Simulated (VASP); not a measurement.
Input of a VASP 6.6.1 run:

POSCAR

```
Y
1.0
    0.0000000000      2.5844000000      2.6838000000
    2.5844000000      0.0000000000      2.6838000000
    2.5844000000      2.5844000000      0.0000000000
Y
1
Direct
    0.0000000000      0.0000000000      0.0000000000
```

File INCAR.step1:

```
ALGO = Normal
EDIFF = 1E-4
ENCUT = 520
GGA = PE
ISMEAR = 0
LASPH = True
LCHARG = False
LREAL = False
LWAVE = True
NBANDS = 12
NELM = 100
PREC = Accurate
SIGMA = 0.15
```

File INCAR.step2:

```
ALGO = Normal
EDIFF = 1E-6
ENCUT = 520
ISIF = 2
ISMEAR = 0
ISTART = 1
LASPH = True
LCHARG = False
LMIXTAU = True
LREAL = False
LWAVE = False
METAGGA = R2SCAN
NBANDS = 12
NELM = 100
PREC = Accurate
SIGMA = 0.15
```

The input KPOINTS:

```
k-points
0
Gamma
  16 16 16
```

Potentials or basis: VASP PAW PBE potentials, release 64 (Y_sv).

Run with:

```console
$ cat potpaw_PBE.64/Y_sv/POTCAR > POTCAR
$ cp INCAR.step1 INCAR
$ mpirun -np 1 vasp_std > vasp.out
$ cp INCAR.step2 INCAR
$ mpirun -np 1 vasp_std > vasp.out
```

Problem. Estimate the band gap on the k mesh.

Solution. Zero (an odd number of electrons rules out a gap without spin polarisation).

Problem. Predict the pressure.

Solution. -2.4 GPa.

Stress tensor (GPa, compression positive):
```
-2.17  0.00  0.00
 0.00 -2.17  0.00
 0.00  0.00 -2.88
```

Caveat: the cell differs from its parent crystal (strain +0.040 along x and y, +0.080 along z); the PAW data sets were made with another functional, which shifts forces and pressure a little.
